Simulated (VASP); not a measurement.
# HfN (Fm-3m) in VASP: a series of runs, part 3 of 3

VASP 6.6.1.

### 4 Single point, PBE

File INCAR:

```
PREC     = Accurate       # precision mode
ENCUT    = 600            # plane-wave cutoff, eV
EDIFF    = 1E-6           # SCF threshold, eV
ISMEAR   = 0              # smearing method
SIGMA    = 0.028999999999999998 # smearing width, eV
LREAL    = False          # projectors in reciprocal space
LASPH    = True           # aspherical terms in the spheres
NELM     = 120            # most SCF steps
ALGO     = Normal         # electronic algorithm
ISIF     = 2              # what is computed and relaxed
LWAVE    = False          # write WAVECAR
LCHARG   = False          # write CHGCAR
GGA      = PE             # functional
NBANDS   = 14             # bands
GGA_COMPAT= False
```

File KPOINTS:

```
regular mesh
0
Gamma
  10 10 10
```

File POSCAR:

```
HfN
1.0
    0.0000000000      2.2560000000      2.2560000000
    2.2560000000      0.0000000000      2.2560000000
    2.2560000000      2.2560000000      0.0000000000
Hf N
1 1
Direct
    0.0000000000      0.0000000000      0.0000000000
    0.5000000000      0.5000000000      0.5000000000
```

Potentials or basis: VASP PAW PBE potentials, release 64 (Hf_pv, N).

Command:

```sh
$ cat potpaw_PBE.64/Hf_pv/POTCAR potpaw_PBE.64/N/POTCAR > POTCAR
$ mpirun -np 1 vasp_std > vasp.out
```

OUTCAR:

```text
PREC = Accurate
   ENCUT = 600
   EDIFF = 1E-6
   ISMEAR = 0
   LREAL = False
   LASPH = True
   NELM = 120
   ISIF = 2
   GGA = PE

 ion  position               nearest neighbor table
   1  0.000  0.000  0.000-   2 2.26   2 2.26   2 2.26   2 2.26   2 2.26   2 2.26
   2  0.500  0.500  0.500-   1 2.26   1 2.26   1 2.26   1 2.26   1 2.26   1 2.26

  LATTYP: Found a face centered cubic cell.
 ALAT       =     4.5120000000

  Lattice vectors:

 A1 = (   0.0000000000,   2.2560000000,   2.2560000000)
 A2 = (   2.2560000000,   0.0000000000,   2.2560000000)
 A3 = (   2.2560000000,   2.2560000000,   0.0000000000)

Analysis of symmetry for initial positions (statically):
=====================================================================
 Subroutine PRICEL returns:
 Original cell was already a primitive cell.

 Routine SETGRP: Setting up the symmetry group for a
 face centered cubic supercell.

 Subroutine GETGRP returns: Found 48 space group operations
 (whereof 48 operations were pure point group operations)
 out of a pool of 48 trial point group operations.

The static configuration has the point symmetry O_h .

Analysis of symmetry for dynamics (positions and initial velocities):
=====================================================================
 Subroutine PRICEL returns:
 Original cell was already a primitive cell.

 Routine SETGRP: Setting up the symmetry group for a
 face centered cubic supercell.

 Subroutine GETGRP returns: Found 48 space group operations
 (whereof 48 operations were pure point group operations)
 out of a pool of 48 trial point group operations.

The dynamic configuration has the point symmetry O_h .

 Subroutine INISYM returns: Found 48 space group operations
 (whereof 48 operations are pure point group operations),
 and found     1 'primitive' translations

----------------------------------------------------------------------------------------

                                     Primitive cell

  volume of cell :      22.9640

  direct lattice vectors                    reciprocal lattice vectors
     0.000000000  2.256000000  2.256000000    -0.221631206  0.221631206  0.221631206
     2.256000000  0.000000000  2.256000000     0.221631206 -0.221631206  0.221631206
     2.256000000  2.256000000  0.000000000     0.221631206  0.221631206 -0.221631206

  length of vectors
     3.190465797  3.190465797  3.190465797     0.383876509  0.383876509  0.383876509

  position of ions in fractional coordinates (direct lattice)
     0.000000000  0.000000000  0.000000000
     0.500000000  0.500000000  0.500000000

  ion indices of the primitive-cell ions
   primitive index   ion index
                 1           1
                 2           2

----------------------------------------------------------------------------------------

 KPOINTS: regular mesh

Automatic generation of k-mesh.
 Grid dimensions read from file:
 generate k-points for:   10   10   10

 Generating k-lattice:

  Cartesian coordinates                     Fractional coordinates (reciprocal lattice)
    -0.022163121  0.022163121  0.022163121     0.100000000  0.000000000  0.000000000
     0.022163121 -0.022163121  0.022163121     0.000000000  0.100000000  0.000000000
     0.022163121  0.022163121 -0.022163121     0.000000000  0.000000000  0.100000000

  Length of vectors
     0.038387651  0.038387651  0.038387651

  Shift w.r.t. Gamma in fractional coordinates (k-lattice)
     0.000000000  0.000000000  0.000000000

 Subroutine IBZKPT returns following result:
 ===========================================

 Found     47 irreducible k-points:

 Following reciprocal coordinates:
            Coordinates               Weight
  0.000000  0.000000  0.000000      1.000000
  0.100000  0.000000  0.000000      8.000000
  0.200000  0.000000  0.000000      8.000000
  0.300000  0.000000  0.000000      8.000000
  0.400000  0.000000  0.000000      8.000000
  0.500000  0.000000  0.000000      4.000000
[... 16 lines left out ...]
  0.300000  0.300000  0.000000      6.000000
  0.400000  0.300000  0.000000     24.000000
 [... further k-points ...]
   k-points           NKPTS =     47   k-points in BZ     NKDIM =     47   number of bands    NBANDS=     14
   number of dos      NEDOS =    301   number of ions     NIONS =      2
   total plane-waves  NPLWV =  21952
   dimension x,y,z NGX =    28 NGY =   28 NGZ =   28
   dimension x,y,z NGXF=    56 NGYF=   56 NGZF=   56
   ions per type =               1   1
   NGX,Y,Z   is equivalent  to a cutoff of  14.59, 14.59, 14.59 a.u.
   NGXF,Y,Z  is equivalent  to a cutoff of  29.18, 29.18, 29.18 a.u.
 SYSTEM =  unknown system
   PREC   = accura    normal or accurate (medium, high low for compatibility)
   ISTART =      0    job   : 0-new  1-cont  2-samecut
   ICHARG =      2    charge: 1-file 2-atom 10-const
   ISPIN  =      1    spin polarized calculation?
   LNONCOLLINEAR =      F non collinear calculations
   LSORBIT =      F    spin-orbit coupling
   LASPH  =      T    aspherical Exc in radial PAW
   ENCUT  =  600.0 eV  44.10 Ry    6.64 a.u.   6.37  6.37  6.37*2*pi/ulx,y,z
   NELM   =    120;   NELMIN=  2; NELMDL= -5     # of ELM steps
   EDIFF  = 0.1E-05   stopping-criterion for ELM
   LREAL  =      F    real-space projection
[... 7 lines left out ...]
   TEBEG  =    0.0;   TEEND  =   0.0 temperature during run
   PSTRESS=    0.0 pullay stress
   NELECT =      15.0000    total number of electrons
   NUPDOWN=      -1.0000    fix difference up-down
   EMIN   =  10.00;   EMAX   =-10.00  energy-range for DOS
   EFERMI =   0.00;   METHOD = LEGACY
   ISMEAR =     0;   SIGMA  =   0.03  broadening in eV -4-tet -1-fermi 0-gaus
   EFERMI_NEDOS =   21; number of points for ismear=-14 and -15
   IALGO  =     38    algorithm
   IMIX   =      4    mixing-type and parameters
     AMIX     =   0.40;   BMIX     =  1.00
     AMIX_MAG =   1.60;   BMIX_MAG =  1.00
  volume/ion in A,a.u.               =      11.48        77.48
  Fermi-wavevector in a.u.,A,eV,Ry     =   1.420440  2.684242 27.451783  2.017649
  Thomas-Fermi vector in A             =   2.541355
   LORBIT       =      0    0 simple, 1 ext, 2 COOP (PROOUT), +10 PAW based schemes
   GGA     = PE    functional components
   LHFCALC =     F    Hartree Fock is set to
   AEXX    =    0.0000 exact exchange contribution
   IVDW    =     0    specifies the selected vdW correction
   LEPSILON=     F    determine dielectric tensor
   LRPA    =     F    only Hartree local field effects (RPA)
 non-spin polarized calculation
 Gauss-broadening in eV      SIGMA  =   0.03
  energy-cutoff  :      600.00
  volume of cell :       22.96
 maximum number of plane-waves:       785
 NGX is ok and might be reduce to    28
   NGX = 13   NGY = 13   NGZ = 13

 number of electron      15.0000002 magnetization

 Free energy of the ion-electron system (eV)
  ---------------------------------------------------
  ext. energy  EPLUGINS =         0.00000000
  ---------------------------------------------------
  free energy    TOTEN  =       -21.74730651 eV

  energy without entropy =      -21.74707864  energy(sigma->0) =      -21.74719257

 E-fermi :   8.4548     XC(G=0): -12.7533

 val. band max:        8.4152676851   @ k =  -0.4000   0.3000   0.0000
 cond. band min:       8.4706350424   @ k =  -0.1000   0.1000   0.0000
 fundamental gap:      0.0553673572
 Fermi energy:         8.4547538603

 k-point     1 :       0.0000    0.0000    0.0000
  band No.  band energies     occupation
      1     -22.7097      2.00000
      2     -22.7097      2.00000
      3     -22.7097      2.00000
      4      -9.1193      2.00000
      5       5.3808      2.00000
      6       5.3808      2.00000
      7       5.3808      2.00000
      8       8.0745      2.00000
      9       8.0745      2.00000
     10       8.0745      2.00000
     11      10.2532      0.00000
     12      10.4022      0.00000
     13      10.4022      0.00000
     14      17.9966      0.00000
[... 375 lines left out ...]
 k-point    24 :       0.4000    0.3000    0.0000
  band No.  band energies     occupation
      1     -23.3923      2.00000
      2     -22.9768      2.00000
      3     -22.9474      2.00000
      4      -7.7192      2.00000
      5       1.8027      2.00000
      6       3.7943      2.00000
      7       4.2782      2.00000
      8       5.9384      2.00000
      9      12.5285      0.00000
     10      13.0212      0.00000
     11      13.1934      0.00000
     12      13.2679      0.00000
     13      17.6128      0.00000
     14      19.8103      0.00000

 [... further k-points ...]

------------------------ aborting loop because EDIFF is reached ----------------------------------------

  FORCE on cell =-STRESS in cart. coord.  units (eV):
  Direction    XX          YY          ZZ          XY          YZ          ZX
  --------------------------------------------------------------------------------------
  -------------------------------------------------------------------------------------
  Total        0.5859589      0.5859589      0.5859589     -0.0000000      0.0000000     -0.0000000
  in kB       40.8818437     40.8818437     40.8818437     -0.0000000      0.0000000     -0.0000000
  external PRESSURE =      40.8818437 kB  Pullay stress =       0.0000000 kB

 VOLUME and BASIS-vectors are now :
 -----------------------------------------------------------------------------
  energy-cutoff  :      600.00
  volume of cell :       22.96
      direct lattice vectors                 reciprocal lattice vectors
     0.000000000  2.256000000  2.256000000    -0.221631206  0.221631206  0.221631206
     2.256000000  0.000000000  2.256000000     0.221631206 -0.221631206  0.221631206
     2.256000000  2.256000000  0.000000000     0.221631206  0.221631206 -0.221631206

 POSITION                                       TOTAL-FORCE (eV/Angst)
 -----------------------------------------------------------------------------------
      0.00000      0.00000      0.00000         0.000000      0.000000      0.000000
      2.25600      2.25600      2.25600        -0.000000     -0.000000     -0.000000
 -----------------------------------------------------------------------------------
    total drift:                                0.000000      0.000000      0.000000

  FREE ENERGIE OF THE ION-ELECTRON SYSTEM (eV)
  ---------------------------------------------------
  free  energy   TOTEN  =       -21.7473065057 eV

  energy  without entropy=      -21.7470786421  energy(sigma->0) =      -21.74719257
```

It took 13 s on 1 thread of AMD EPYC 9R45 (Zen 5), shared host; peak memory 0.14 GiB.

What came out:

| Property | Result |
| --- | --- |
| Free energy | -21.7473 eV |
| Pressure | 4.1 GPa |
| Band gap on the k mesh | zero (an odd number of electrons rules out a gap without spin polarisation) |

Caveat: the cell stands under pressure; spin-orbit coupling is left out, which moves the levels of the heavy elements.

### 5 The runs side by side

```csv
smearing,gap on the mesh (eV),pressure (GPa)
gaussian 0.015 eV,none,4.1
gaussian 0.012 eV,none,4.1
gaussian 0.029 eV,none,4.1
```

Alike in all rows: task single point; level PBE; potentials or basis VASP PAW PBE potentials, release 64 (Hf_pv, N); no spin polarisation; cell as given; k mesh 10 × 10 × 10; cutoff (eV) 600.

Caveats: the cell stands under pressure; spin-orbit coupling is left out, which moves the levels of the heavy elements.

Total energies depend on the potentials used, so only differences within one code and one set of settings carry meaning.
